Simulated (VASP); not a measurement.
Write the native input for VASP 6.6.1 that does the following.

```yaml
Task: relaxation of cell and atoms
Functional: PBE
Potentials_or_basis: VASP PAW PBE potentials, release 64 (Ta_pv)
Cutoff: 600 eV
k_mesh: 16 × 16 × 16
Occupations: fermi-dirac, width 0.1 eV
Spin: no spin polarisation
Target_pressure: 120 GPa
Dipole_correction: no
Further_INCAR_settings: ALGO = Normal; EDIFF = 1e-07; IBRION = 2; EDIFFG = -0.005; NSW = 32; ISIF = 3
```

The structure of Ta lies in POSCAR:

```
Ta
1.0
    2.4091118975      0.0000000000      0.0000000000
    0.0000000000      2.4091118975      0.0000000000
    0.0000000000      0.0000000000      2.4091118975
Ta
1
Direct
    0.0000000000      0.0000000000      0.0000000000
```

This isn't the form of Ta at room conditions, which is bcc.

These files were run (other wordings do the same):

INCAR

```
PREC = Accurate
ENCUT = 600
EDIFF = 1E-7
ISMEAR = -1
SIGMA = 0.1
LREAL = F
LASPH = T
NELM = 60
ALGO = Normal
ISIF = 3
LWAVE = F
LCHARG = F
GGA = PE
IBRION = 2
NSW = 32
EDIFFG = -0.005
PSTRESS = 1200.0
```

KPOINTS

```
Automatic mesh
0
Gamma
  16 16 16
```

Potentials or basis: VASP PAW PBE potentials, release 64 (Ta_pv).

Command:

```sh
$ cat potpaw_PBE.64/Ta_pv/POTCAR > POTCAR
$ mpirun -np 1 vasp_std > vasp.out
```

It gave:

* Relaxed volume: 14.03 Å³/atom
* Relaxed cell: a = 2.412 Å, b = 2.412 Å, c = 2.412 Å, α = 90.00°, β = 90.00°, γ = 90.00°
* Space group after relaxing (to 0.1 Å): Pm-3m (No. 221)
* Energy change on relaxing (the run minimises the enthalpy): -38.0 meV/atom
* Ionic steps: 3
* Pressure after relaxing: 120.0 GPa
* Band gap on the k mesh: zero (an odd number of electrons rules out a gap without spin polarisation)

Caveat: the cell is relaxed towards a set pressure, so the run minimises the enthalpy, not the energy; spin-orbit coupling is left out, which moves the levels of the heavy elements.

Wall time 42 s on 1 thread of Intel Xeon 8259CL (shared host), peak memory 0.16 GiB.
